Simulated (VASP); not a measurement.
A run of VASP 6.6.1 is set up as follows.

File INCAR:

```
SYSTEM = Mg
ALGO = Normal ; EDIFF = 1E-6
ENCUT = 520 ; GGA = PE
ISIF = 2 ; ISMEAR = -1
LASPH = .True. ; LCHARG = .True.
LELF = .True. ; LREAL = .False.
LVHAR = .True. ; LWAVE = .False.
NBANDS = 9 ; NELM = 60
PREC = Accurate ; SIGMA = 0.1
```

KPOINTS

```
k-points
0
Gamma
  15 15 8
  0 0 0
```

File POSCAR:

```
Mg
1.0
    3.1445337721      0.0000000000      0.0000000000
   -1.5722668861      2.7232461297      0.0000000000
    0.0000000000      0.0000000000      5.0330467635
Mg
2
Direct
    0.3333333333      0.6666666667      0.2500000000
    0.6666666667      0.3333333333      0.7500000000
```

Potentials or basis: VASP PAW PBE potentials, release 64 (Mg).

Run with:

```sh
$ cat potpaw_PBE.64/Mg/POTCAR > POTCAR
$ mpirun -np 1 vasp_std > vasp.out
```

(1) Estimate the pressure.

(2) Estimate the band gap on the k mesh.

Answers

(1) 2.5 GPa.

(2) zero (bands 2 and 3 overlap by 2.00 eV).
